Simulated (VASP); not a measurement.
# Tc (Fm-3m) in VASP: notebook

Runs on Tc. Level: r2SCAN. Tasks: relaxation of cell and atoms.

Everything below comes from runs of VASP 6.6.1. Logs are shortened: lines on timing, memory, paths and dates and some standing lists are left out, and cuts for length are marked.

### 1 The cell of the first run

Symmetry: Fm-3m, No. 225, cubic system. The conventional cell has a = 3.900 Å, b = 3.900 Å, c = 3.900 Å, α = 90.00°, β = 90.00°, γ = 90.00°. Within 3.6 Å of Tc (site symmetry m-3m) lie 12 Tc at 2.76 Å.

### 2 Relaxation of cell and atoms, r2SCAN, target pressure 20 GPa, at which the enthalpy is minimised

POSCAR reads:

```
Tc
1.0
    0.0000000000      1.9500000000      1.9500000000
    1.9500000000      0.0000000000      1.9500000000
    1.9500000000      1.9500000000      0.0000000000
Tc
1
Direct
    0.0000000000      0.0000000000      0.0000000000
```

INCAR.step1 reads:

```
  PREC = Accurate
  ENCUT = 600
  ISMEAR = -1
  SIGMA = 0.05
  LREAL = False
  LASPH = True
  NELM = 80
  GGA = PE
  ALGO = Normal
  EDIFF = 1E-4
  LWAVE = True
  LCHARG = False
```

INCAR.step2 reads:

```
  PREC = Accurate
  ENCUT = 600
  EDIFF = 1E-6
  ISMEAR = -1
  SIGMA = 0.05
  LREAL = False
  LASPH = True
  NELM = 80
  ALGO = Normal
  ISIF = 3
  LWAVE = False
  LCHARG = False
  METAGGA = R2SCAN
  LMIXTAU = True
  IBRION = 2
  NSW = 60
  EDIFFG = -0.01
  PSTRESS = 200.0
  ISTART = 1
```

KPOINTS reads:

```
regular mesh
0
Gamma
  12 12 12
```

Potentials or basis: VASP PAW PBE potentials, release 64 (Tc_pv).

Run with:

```
$ cat potpaw_PBE.64/Tc_pv/POTCAR > POTCAR
$ cp INCAR.step1 INCAR
$ mpirun -np 1 vasp_std > vasp.out
$ cp INCAR.step2 INCAR
$ mpirun -np 1 vasp_std > vasp.out
```

OUTCAR:

```text
PREC = Accurate
   ENCUT = 600
   EDIFF = 1E-6
   ISMEAR = -1
   LREAL = False
   LASPH = True
   NELM = 80
   ISIF = 3
   METAGGA = R2SCAN
   IBRION = 2
   NSW = 60
   EDIFFG = -0.01
   PSTRESS = 200.0
   ISTART = 1

 ion  position               nearest neighbor table
   1  0.000  0.000  0.000-

  LATTYP: Found a face centered cubic cell.
 ALAT       =     3.9000000000

  Lattice vectors:

 A1 = (   0.0000000000,   1.9500000000,   1.9500000000)
 A2 = (   1.9500000000,   0.0000000000,   1.9500000000)
 A3 = (   1.9500000000,   1.9500000000,   0.0000000000)

Analysis of symmetry for initial positions (statically):
=====================================================================
 Subroutine PRICEL returns:
 Original cell was already a primitive cell.

 Routine SETGRP: Setting up the symmetry group for a
 face centered cubic supercell.

 Subroutine GETGRP returns: Found 48 space group operations
[... 9 lines left out ...]

 Routine SETGRP: Setting up the symmetry group for a
 face centered cubic supercell.

 Subroutine GETGRP returns: Found 48 space group operations
[... 11 lines left out ...]
                                     Primitive cell

  volume of cell :      14.8297

  direct lattice vectors                    reciprocal lattice vectors
     0.000000000  1.950000000  1.950000000    -0.256410256  0.256410256  0.256410256
     1.950000000  0.000000000  1.950000000     0.256410256 -0.256410256  0.256410256
     1.950000000  1.950000000  0.000000000     0.256410256  0.256410256 -0.256410256

  length of vectors
     2.757716447  2.757716447  2.757716447     0.444115592  0.444115592  0.444115592

  position of ions in fractional coordinates (direct lattice)
     0.000000000  0.000000000  0.000000000

  ion indices of the primitive-cell ions
   primitive index   ion index
                 1           1

----------------------------------------------------------------------------------------

 KPOINTS: regular mesh

Automatic generation of k-mesh.
 Grid dimensions read from file:
 generate k-points for:   12   12   12

 Generating k-lattice:

[... 62 lines left out ...]
   LREAL  =      F    real-space projection
   EDIFFG = -.1E-01   stopping-criterion for IOM
   NSW    =     60    number of steps for IOM
   IBRION =      2    ionic relax: 0-MD 1-quasi-New 2-CG
   NFREE  =      1    steps in history (QN), initial steepest desc. (CG)
   ISIF   =      3    stress and relaxation
   ISYM   =      2    0-nonsym 1-usesym 2-fastsym
   POTIM  = 0.5000    time-step for ionic-motion
   TEBEG  =    0.0;   TEEND  =   0.0 temperature during run
   PSTRESS=  200.0 pullay stress
   NELECT =      13.0000    total number of electrons
   NUPDOWN=      -1.0000    fix difference up-down
   EMIN   =  10.00;   EMAX   =-10.00  energy-range for DOS
   EFERMI =   0.00;   METHOD = LEGACY
   ISMEAR =    -1;   SIGMA  =   0.05  broadening in eV -4-tet -1-fermi 0-gaus
   EFERMI_NEDOS =   21; number of points for ismear=-14 and -15
   IALGO  =     38    algorithm
   IMIX   =      4    mixing-type and parameters
     AMIX     =   0.40;   BMIX     =  1.00
     AMIX_MAG =   1.60;   BMIX_MAG =  1.00
  volume/ion in A,a.u.               =      14.83       100.08
  Fermi-wavevector in a.u.,A,eV,Ry     =   1.566792  2.960808 33.400086  2.454837
  Thomas-Fermi vector in A             =   2.669068
   LORBIT       =      0    0 simple, 1 ext, 2 COOP (PROOUT), +10 PAW based schemes
   METAGGA = R2SCAN    functional components
   LHFCALC =     F    Hartree Fock is set to
   AEXX    =    0.0000 exact exchange contribution
   IVDW    =     0    specifies the selected vdW correction
   LEPSILON=     F    determine dielectric tensor
   LRPA    =     F    only Hartree local field effects (RPA)
 conjugate gradient relaxation of ions
 non-spin polarized calculation
  energy-cutoff  :      600.00
  volume of cell :       14.83
 maximum number of plane-waves:       531
 NGX is ok and might be reduce to    24
   NGX = 11   NGY = 11   NGZ = 11

--------------------------------------- Ionic step        1  -------------------------------------------

 number of electron      13.0000001 magnetization

 Free energy of the ion-electron system (eV)
  ---------------------------------------------------
  ext. energy  EPLUGINS =         0.00000000
  ---------------------------------------------------
  free energy    TOTEN  =       -25.88558659 eV

  energy without entropy =      -25.87642370  energy(sigma->0) =      -25.88100515

------------------------ aborting loop because EDIFF is reached ----------------------------------------

  FORCE on cell =-STRESS in cart. coord.  units (eV):
  Direction    XX          YY          ZZ          XY          YZ          ZX
  --------------------------------------------------------------------------------------
  -------------------------------------------------------------------------------------
  Total       -0.9680597     -0.9680597     -0.9680597      0.0000000     -0.0000000     -0.0000000
  in kB     -104.5872847   -104.5872847   -104.5872847      0.0000000     -0.0000000     -0.0000000
  external PRESSURE =    -304.5872847 kB  Pullay stress =     200.0000000 kB
[... 135 lines left out ...]
--------------------------------------- Ionic step        5  -------------------------------------------

 number of electron      13.0000000 magnetization

 Free energy of the ion-electron system (eV)
  ---------------------------------------------------
  ext. energy  EPLUGINS =         0.00000000
  ---------------------------------------------------
  free energy    TOTEN  =       -25.85705220 eV

  energy without entropy =      -25.84787438  energy(sigma->0) =      -25.85246329

 E-fermi :  13.8451     XC(G=0): -15.4982

 val. band max:       13.8102697226   @ k =   0.5000   0.2500   0.0000
 cond. band min:      13.8613020845   @ k =  -0.4167   0.0833   0.0000
 fundamental gap:      0.0510323619
 Fermi energy:        13.8451132164

 k-point     1 :       0.0000    0.0000    0.0000
  band No.  band energies     occupation
      1     -25.7481      2.00000
      2     -25.7481      2.00000
      3     -25.7481      2.00000
      4       5.5917      2.00000
      5      11.6966      2.00000
      6      11.6966      2.00000
      7      11.6966      2.00000
      8      14.7720      0.00000
      9      14.7720      0.00000
     10      28.3234      0.00000
[... 287 lines left out ...]
 k-point    24 :      -0.4167    0.1667    0.0000
  band No.  band energies     occupation
      1     -27.2442      2.00000
      2     -26.2687      2.00000
      3     -26.0217      2.00000
      4       8.4702      2.00000
      5      10.5654      2.00000
      6      12.4639      2.00000
      7      12.7735      2.00000
      8      16.5205      0.00000
      9      20.2482      0.00000
     10      25.6923      0.00000

 [... further k-points ...]
[... 5 lines left out ...]
  --------------------------------------------------------------------------------------
  -------------------------------------------------------------------------------------
  Total        1.6911497      1.6911497      1.6911497      0.0000000      0.0000000      0.0000000
  in kB      200.1384546    200.1384546    200.1384546      0.0000000      0.0000000      0.0000000
  external PRESSURE =       0.1384546 kB  Pullay stress =     200.0000000 kB
[... 20 lines left out ...]
  energy  without entropy=      -25.8478743810  energy(sigma->0) =      -25.85246329

  enthalpy is  TOTEN    =       -24.1670724108 eV   P V=        1.6899797881

 reached required accuracy - stopping structural energy minimisation
```

Run time: 2.7 min. Hardware: 1 thread of Intel Xeon Platinum 8259CL at 2.50GHz (Skylake/Cascade Lake), shared host; peak memory 0.16 GiB.

What came out:

```
Free energy                                            : -25.8571 eV
Relaxed volume                                         : 13.54 Å³/atom
Relaxed cell                                           : a = 2.675 Å, b = 2.675 Å, c = 2.675 Å, α = 60.00°, β = 60.00°, γ = 60.00°
Space group after relaxing (to 0.05 Å)                 : Fm-3m (No. 225)
Energy change on relaxing (the enthalpy is what falls) : +28.5 meV/atom
Ionic steps                                            : 5
Pressure after relaxing                                : 20.0 GPa
```

Step by step:
| step | energy change (eV) | largest force (eV/Å) | pressure (GPa) | volume (Å³) |
| --- | --- | --- | --- | --- |
| 1 | 0.0000 | 0.0000 | -10.46 | 14.83 |
| 2 | 3.1491 | 0.0000 | 303.51 | 9.56 |
| 3 | 0.0079 | 0.0000 | 14.53 | 13.73 |
| 4 | 0.0206 | 0.0000 | 18.07 | 13.60 |
| 5 | 0.0285 | 0.0000 | 20.01 | 13.54 |

Final structure:
```yaml
crystal:
  lattice:
    - [0.00000, 1.89166, 1.89166]
    - [1.89166, 0.00000, 1.89166]
    - [1.89166, 1.89166, 0.00000]
  atoms:
    - { symbol: Tc, position: [0.00000, 0.00000, 0.00000] }
```

Caveat: the cell is relaxed towards a set pressure, so the enthalpy falls and the energy may rise; the PAW data sets were made with another functional, which shifts forces and pressure a little.

### 3 Relaxation of cell and atoms, r2SCAN, target pressure 30 GPa, at which the enthalpy is minimised

POSCAR is that of step 2.

INCAR.step1 reads:

```
  ALGO = Normal
  EDIFF = 1E-4
  ENCUT = 600
  GGA = PE
  ISMEAR = -1
  LASPH = True
  LCHARG = False
  LREAL = False
  LWAVE = True
  NELM = 80
  PREC = Accurate
  SIGMA = 0.05
```

INCAR.step2 reads:

```
  ALGO = Normal
  EDIFF = 1E-6
  EDIFFG = -0.01
  ENCUT = 600
  IBRION = 2
  ISIF = 3
  ISMEAR = -1
  ISTART = 1
  LASPH = True
  LCHARG = False
  LMIXTAU = True
  LREAL = False
  LWAVE = False
  METAGGA = R2SCAN
  NELM = 80
  NSW = 60
  PREC = Accurate
  PSTRESS = 300.0
  SIGMA = 0.05
```

KPOINTS reads:

```
k-points
0
Gamma
  12 12 12
```

Potentials or basis: VASP PAW PBE potentials, release 64 (Tc_pv).

Run with:

```
$ cat potpaw_PBE.64/Tc_pv/POTCAR > POTCAR
$ cp INCAR.step1 INCAR
$ mpirun -np 1 vasp_std > vasp.out
$ cp INCAR.step2 INCAR
$ mpirun -np 1 vasp_std > vasp.out
```

Run time: 2.6 min. Hardware: 1 thread of Intel Xeon Platinum 8259CL at 2.50GHz (Skylake/Cascade Lake), shared host; peak memory 0.16 GiB.

Results (log left out):

- Free energy: -25.8079 eV
- Relaxed volume: 13.22 Å³/atom
- Relaxed cell: a = 2.654 Å, b = 2.654 Å, c = 2.654 Å, α = 60.00°, β = 60.00°, γ = 60.00°
- Space group after relaxing (to 0.05 Å): Fm-3m (No. 225)
- Energy change on relaxing (the enthalpy is what falls): +77.7 meV/atom
- Ionic steps: 5
- Pressure after relaxing: 30.0 GPa

The path:
```csv
step,energy change (eV),largest force (eV/Å),pressure (GPa),volume (Å³)
1,0.0000,0.0000,-10.46,14.83
2,6.8751,0.0000,575.66,8.16
3,0.0242,0.0000,18.90,13.57
4,0.0527,0.0000,25.30,13.37
5,0.0777,0.0000,30.02,13.22
```

Final structure:
```
Tc
1.0
     0.00000    1.87681    1.87681
     1.87681    0.00000    1.87681
     1.87681    1.87681    0.00000
Tc
1
Direct
  0.00000 0.00000 0.00000
```

Levels at points of the mesh, in eV from the Fermi level:
```
           k point  band 3  band 4  band 5  band 6  band 7  band 8  band 9  band 10
(0.00, 0.00, 0.00)  -39.56   -8.35   -2.23   -2.23   -2.23    0.95    0.95    14.45
(0.50, 0.00, 0.00)  -39.79   -6.51   -2.39   -2.39    1.38    3.31    3.31    12.56
(0.50, 0.50, 0.00)  -40.18   -7.03   -6.42    3.30    3.96    3.96    4.39    14.35
```

Caveat: the cell is relaxed towards a set pressure, so the enthalpy falls and the energy may rise; the PAW data sets were made with another functional, which shifts forces and pressure a little.
